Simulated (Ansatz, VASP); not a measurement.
# One calculation of Mg, two programs

```xyz
4
Lattice="3.1500 0.0000 0.0000 -1.5750 2.7279 0.0000 0.0000 0.0000 10.1336" Properties=species:S:1:pos:R:3 pbc="T T T"
Mg    0.0000    0.0000    0.0000
Mg    0.0000    1.8186    2.5334
Mg    0.0000    0.0000    5.0668
Mg    1.5750    0.9093    7.6002
```

Alike in both runs: functional PBE; dispersion D3(BJ); k mesh 15 × 15 × 4; occupations gaussian, width 0.1 eV; no spin polarisation.

Ansatz relaxed the structure, and its values are those at the end. VASP's run is a single point on that final structure, the one shown.

|  | VASP | Ansatz |
| --- | --- | --- |
| version | VASP 6.6.1 | Ansatz 0.2.0 |
| potentials or method | VASP PAW PBE potentials, release 64 (Mg), cutoff 520 eV | scalar-relativistic, plane waves, PAW |
| valence electrons in the cell | 8 | 40 |

Ansatz gave:

```
gap on the k mesh at the Fermi level (eV) : none
pressure (GPa)                            : 0.0
```

Task: What did VASP give for the same quantities?

Result: gap on the k mesh at the Fermi level (eV): none; pressure (GPa): -0.1.

A gap of «none» marks a metal or a gap that the smearing closes. VASP's potentials hold 8 valence electrons a cell and Ansatz's 40, so a difference there can come from the potentials and not from the codes.
